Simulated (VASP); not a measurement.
Crystal: TiS2.

```xyz
3
Lattice="3.4120 0.0000 0.0000 -1.7060 2.9549 0.0000 0.0000 0.0000 5.6950" Properties=species:S:1:pos:R:3 pbc="T T T"
Ti    0.0000    0.0000    0.0000
S     0.0000    1.9699    1.4238
S     1.7060    0.9850    4.2713
```

Base run:

- Program: VASP 6.6.1
- Functional: r2SCAN
- Potentials or basis: VASP PAW PBE potentials, release 64 (Ti_sv, S)
- Cutoff: 550 eV
- k mesh: 7 × 7 × 4
- Occupations: gaussian, width 0.01 eV
- Spin: no spin polarisation

Its results: band gap on the k mesh 0.17 eV (least direct gap 0.62 eV); pressure 0.0 GPa; largest force 0.317 eV/Å.

**Question.** The run is repeated on the same cell with these changes: k mesh from 7 × 7 × 4 to 4 × 4 × 2. What comes out?

**Answer.** Band gap on the k mesh 0.03 eV (least direct gap 0.55 eV); pressure 0.8 GPa; largest force 0.366 eV/Å.

Caveats: some runs use coarse meshes; the PAW data sets were made with another functional, which shifts forces and pressure a little; an odd mesh through Γ misses points on the zone boundary, where band edges can lie (at least some runs).
